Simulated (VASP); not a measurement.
# CuO (Cccm) in VASP: notebook

The runs below take CuO through single point, with PBEsol.

All numbers are computed with VASP 6.6.1; they aren't measurements. Logs are shortened: lines on timing, memory, paths and dates and some standing lists are left out, and cuts for length are marked.

## Step 1: The cell of the first run

The structure is orthorhombic, space group Cccm (No. 66). Conventional cell: a = 3.982 Å, b = 4.307 Å, c = 5.156 Å, α = 90.00°, β = 90.00°, γ = 90.00°. Cu (site symmetry 2/m) has 4 O at 1.95 Å within 2.6 Å. Within 2.6 Å of O (site symmetry 222) lie 4 Cu at 1.95 Å and 2 O at 2.58 Å.

## Step 2: Single point, PBEsol

File INCAR:

```
SYSTEM = CuO
PREC = Accurate ; ENCUT = 520
EDIFF = 1E-6 ; ISMEAR = 0
SIGMA = 0.1 ; LREAL = .FALSE.
LASPH = .TRUE. ; NELM = 100
ALGO = Normal ; ISIF = 2
LWAVE = .FALSE. ; LCHARG = .TRUE.
GGA = PS ; LELF = .TRUE.
LVHAR = .TRUE. ; NBANDS = 25
```

File KPOINTS:

```
Automatic mesh
0
Gamma
  10 10 6
  0.5 0.5 0.5
```

File POSCAR:

```
CuO
1.0
    1.9909680000     -2.1535500000      0.0000000000
    1.9909680000      2.1535500000      0.0000000000
    0.0000000000      0.0000000000      5.1559280000
Cu O
2 2
Direct
    0.0000000000      0.5000000000      0.0000000000
    0.5000000000      0.0000000000      0.5000000000
    0.5000000000      0.5000000000      0.2500000000
    0.5000000000      0.5000000000      0.7500000000
```

Potentials or basis: VASP PAW PBE potentials, release 64 (Cu, O).

Command:

```
cat potpaw_PBE.64/Cu/POTCAR potpaw_PBE.64/O/POTCAR > POTCAR
mpirun -np 1 vasp_std > vasp.out
```

OUTCAR:

```text
SYSTEM = CuO
   PREC = Accurate
   ENCUT = 520
   EDIFF = 1E-6
   ISMEAR = 0
   LREAL = .FALSE.
   LASPH = .TRUE.
   NELM = 100
   ISIF = 2
   GGA = PS

 ion  position               nearest neighbor table
   1  0.000  0.500  0.000-   3 1.95   4 1.95   3 1.95   4 1.95
   2  0.500  0.000  0.500-   3 1.95   4 1.95   3 1.95   4 1.95
   3  0.500  0.500  0.250-   1 1.95   2 1.95   2 1.95   1 1.95
   4  0.500  0.500  0.750-   1 1.95   2 1.95   2 1.95   1 1.95

  LATTYP: Found a base centered orthorhombic cell.
 ALAT       =     3.9819360000
 B/A-ratio  =     1.0816597755
 C/A-ratio  =     1.2948294498

  Lattice vectors:

 A1 = (   1.9909680000,  -2.1535500000,   0.0000000000)
 A2 = (   1.9909680000,   2.1535500000,   0.0000000000)
 A3 = (   0.0000000000,   0.0000000000,   5.1559280000)

Analysis of symmetry for initial positions (statically):
=====================================================================
 Subroutine PRICEL returns:
 Original cell was already a primitive cell.

 Routine SETGRP: Setting up the symmetry group for a
 base centered orthorhombic supercell.

 Subroutine GETGRP returns: Found  8 space group operations
 (whereof  4 operations were pure point group operations)
 out of a pool of  8 trial point group operations.

The static configuration has the point symmetry C_2h.
 The point group associated with its full space group is D_2h.

Analysis of symmetry for dynamics (positions and initial velocities):
=====================================================================
 Subroutine PRICEL returns:
 Original cell was already a primitive cell.

 Routine SETGRP: Setting up the symmetry group for a
 base centered orthorhombic supercell.

 Subroutine GETGRP returns: Found  8 space group operations
 (whereof  4 operations were pure point group operations)
 out of a pool of  8 trial point group operations.

The dynamic configuration has the point symmetry C_2h.
 The point group associated with its full space group is D_2h.

 Subroutine INISYM returns: Found  8 space group operations
 (whereof  4 operations are pure point group operations),
 and found     1 'primitive' translations

----------------------------------------------------------------------------------------

                                     Primitive cell

  volume of cell :      44.2136

  direct lattice vectors                    reciprocal lattice vectors
     1.990968000 -2.153550000  0.000000000     0.251134122 -0.232174781  0.000000000
     1.990968000  2.153550000  0.000000000     0.251134122  0.232174781  0.000000000
[... 92 lines left out ...]
   NSW    =      0    number of steps for IOM
   IBRION =     -1    ionic relax: 0-MD 1-quasi-New 2-CG
   NFREE  =      0    steps in history (QN), initial steepest desc. (CG)
   ISIF   =      2    stress and relaxation
   ISYM   =      2    0-nonsym 1-usesym 2-fastsym
   POTIM  = 0.5000    time-step for ionic-motion
   TEBEG  =    0.0;   TEEND  =   0.0 temperature during run
   PSTRESS=    0.0 pullay stress
   NELECT =      34.0000    total number of electrons
   NUPDOWN=      -1.0000    fix difference up-down
   EMIN   =  10.00;   EMAX   =-10.00  energy-range for DOS
   EFERMI =   0.00;   METHOD = LEGACY
   ISMEAR =     0;   SIGMA  =   0.10  broadening in eV -4-tet -1-fermi 0-gaus
   EFERMI_NEDOS =   21; number of points for ismear=-14 and -15
   IALGO  =     38    algorithm
   IMIX   =      4    mixing-type and parameters
     AMIX     =   0.40;   BMIX     =  1.00
     AMIX_MAG =   1.60;   BMIX_MAG =  1.00
  volume/ion in A,a.u.               =      11.05        74.59
  Fermi-wavevector in a.u.,A,eV,Ry     =   1.499854  2.834314 30.607167  2.249563
  Thomas-Fermi vector in A             =   2.611430
   LORBIT       =      0    0 simple, 1 ext, 2 COOP (PROOUT), +10 PAW based schemes
   GGA     = PS    functional components
   LHFCALC =     F    Hartree Fock is set to
   AEXX    =    0.0000 exact exchange contribution
   IVDW    =     0    specifies the selected vdW correction
   LEPSILON=     F    determine dielectric tensor
   LRPA    =     F    only Hartree local field effects (RPA)
 non-spin polarized calculation
 Gauss-broadening in eV      SIGMA  =   0.10
  energy-cutoff  :      520.00
  volume of cell :       44.21
 maximum number of plane-waves:      1211
 NGX is ok and might be reduce to    24
   NGX = 11   NGY = 11   NGZ = 19

 number of electron      33.9999999 magnetization

 Free energy of the ion-electron system (eV)
  ---------------------------------------------------
  ext. energy  EPLUGINS =         0.00000000
  ---------------------------------------------------
  free energy    TOTEN  =       -21.45806386 eV

  energy without entropy =      -21.44801974  energy(sigma->0) =      -21.45304180

 E-fermi :   4.7402     XC(G=0): -11.6083

 val. band max:        4.7048661487   @ k =  -0.2500   0.1500   0.4167
 cond. band min:       4.7529698251   @ k =   0.1500   0.1500   0.0833
 fundamental gap:      0.0481036764
 Fermi energy:         4.7402139625

 k-point     1 :       0.0500    0.0500    0.0833
  band No.  band energies     occupation
      1     -14.9376      2.00000
      2     -13.6738      2.00000
      3      -3.3061      2.00000
      4      -0.7775      2.00000
      5      -0.6101      2.00000
      6       0.7313      2.00000
[... 661 lines left out ...]
     24      17.0385      0.00000
     25      19.4833      0.00000

 [... further k-points ...]

------------------------ aborting loop because EDIFF is reached ----------------------------------------

  FORCE on cell =-STRESS in cart. coord.  units (eV):
  Direction    XX          YY          ZZ          XY          YZ          ZX
  --------------------------------------------------------------------------------------
  -------------------------------------------------------------------------------------
  Total       -1.0928503     -1.4918487     -1.8651745      0.0000000      0.0000000      0.0000000
  in kB      -39.6018249    -54.0604048    -67.5886803      0.0000000      0.0000000      0.0000000
  external PRESSURE =     -53.7503033 kB  Pullay stress =       0.0000000 kB

 VOLUME and BASIS-vectors are now :
 -----------------------------------------------------------------------------
  energy-cutoff  :      520.00
  volume of cell :       44.21
      direct lattice vectors                 reciprocal lattice vectors
     1.990968000 -2.153550000  0.000000000     0.251134122 -0.232174781  0.000000000
     1.990968000  2.153550000  0.000000000     0.251134122  0.232174781  0.000000000
     0.000000000  0.000000000  5.155928000     0.000000000  0.000000000  0.193951506

 POSITION                                       TOTAL-FORCE (eV/Angst)
 -----------------------------------------------------------------------------------
      0.99548      1.07678      0.00000        -0.000000     -0.000000     -0.000000
      0.99548     -1.07678      2.57796         0.000000     -0.000000     -0.000000
      1.99097      0.00000      1.28898        -0.000000     -0.000000     -0.000000
      1.99097      0.00000      3.86695        -0.000000      0.000000      0.000000
 -----------------------------------------------------------------------------------
    total drift:                                0.000000     -0.000000     -0.000000

  FREE ENERGIE OF THE ION-ELECTRON SYSTEM (eV)
  ---------------------------------------------------
  free  energy   TOTEN  =       -21.4580638595 eV

  energy  without entropy=      -21.4480197408  energy(sigma->0) =      -21.45304180
```

stdout:

```text
POSCAR found type information on POSCAR CuO
 POSCAR found :  2 types and       4 ions
 scaLAPACK will be used
 -----------------------------------------------------------------------------
|                                                                             |
|                                                                             |
|     You enforced a specific xc type in the INCAR file but a different       |
|     I HOPE YOU KNOW WHAT YOU ARE DOING!                                     |
|                                                                             |
 -----------------------------------------------------------------------------

 LDA part: xc-table for (Slater+PW92), standard interpolation
 POSCAR, INCAR and KPOINTS ok, starting setup
 FFT: planning ... GRIDC
 FFT: planning ... GRID_SOFT
 FFT: planning ... GRID
 WAVECAR not read
 entering main loop
```

Run time: 3.2 min. Hardware: 1 thread of AMD EPYC 7R13, shared host; peak memory 0.19 GiB.

Results:

- Free energy: -21.4581 eV
- Pressure: -5.4 GPa
- Band gap on the k mesh: zero (band 17 reaches 5.26 eV, above the bottom of band 18 at 4.42 eV)

Stress tensor (GPa, compression positive):
```
-3.96  0.00  0.00
 0.00 -5.41  0.00
 0.00  0.00 -6.76
```

Caveat: the PAW data sets were made with another functional, which shifts forces and pressure a little; semilocal functionals often make such compounds metallic where correlation or magnetic order opens a gap, which also shifts bond lengths. With open d or f shells a metallic result of PBEsol can be an artefact of self-interaction; +U or a hybrid may open a gap.

## Step 3: Single point, PBEsol

File INCAR:

```
SYSTEM = CuO
PREC = Accurate
ENCUT = 520
EDIFF = 1E-6
ISMEAR = 0
SIGMA = 0.1
LREAL = .False.
LASPH = .True.
NELM = 100
ALGO = Normal
ISIF = 2
LWAVE = .False.
LCHARG = .False.
GGA = PS
NBANDS = 25
```

File KPOINTS:

```
Automatic mesh
0
Gamma
  8 8 6
  0 0 0
```

POSCAR is that of step 2.

Potentials or basis: VASP PAW PBE potentials, release 64 (Cu, O).

Command:

```
cat potpaw_PBE.64/Cu/POTCAR potpaw_PBE.64/O/POTCAR > POTCAR
mpirun -np 1 vasp_std > vasp.out
```

Run time: 2.7 min. Hardware: 1 thread of AMD EPYC 7R13, shared host; peak memory 0.18 GiB.

Results (log left out):

```
Free energy            : -21.4552 eV
Pressure               : -5.5 GPa
Band gap on the k mesh : zero (band 17 reaches 5.32 eV, above the bottom of band 18 at 4.22 eV)
```

Stress tensor (GPa, compression positive):
```
-4.20  0.00  0.00
 0.00 -5.68  0.00
 0.00  0.00 -6.50
```

Levels at points of the mesh, in eV from the Fermi level:
```csv
k point,band 13,band 14,band 15,band 16,band 17,band 18,band 19,band 20,band 21,band 22
"(0.00, 0.00, 0.00)",-2.37,-2.36,-2.29,-1.89,0.58,0.76,1.36,6.00,7.25,13.18
"(0.50, 0.00, 0.00)",-2.25,-1.87,-1.56,-1.49,0.21,0.46,3.61,5.88,6.32,10.88
"(0.50, 0.50, 0.00)",-2.35,-2.32,-1.63,-1.21,-1.15,1.13,2.10,7.18,9.07,10.30
"(0.00, 0.00, 0.50)",-2.27,-2.27,-1.54,-1.54,0.10,0.10,3.43,3.43,11.53,11.53
"(0.50, 0.00, 0.50)",-2.36,-2.33,-1.99,-1.82,-0.16,0.67,4.27,5.87,8.04,8.66
"(0.50, 0.50, 0.50)",-1.89,-1.89,-1.40,-1.40,-0.52,-0.52,3.97,3.97,10.03,10.03
```

Caveat: the PAW data sets were made with another functional, which shifts forces and pressure a little; semilocal functionals often make such compounds metallic where correlation or magnetic order opens a gap, which also shifts bond lengths.

(Part 1 of 2 ends here.)
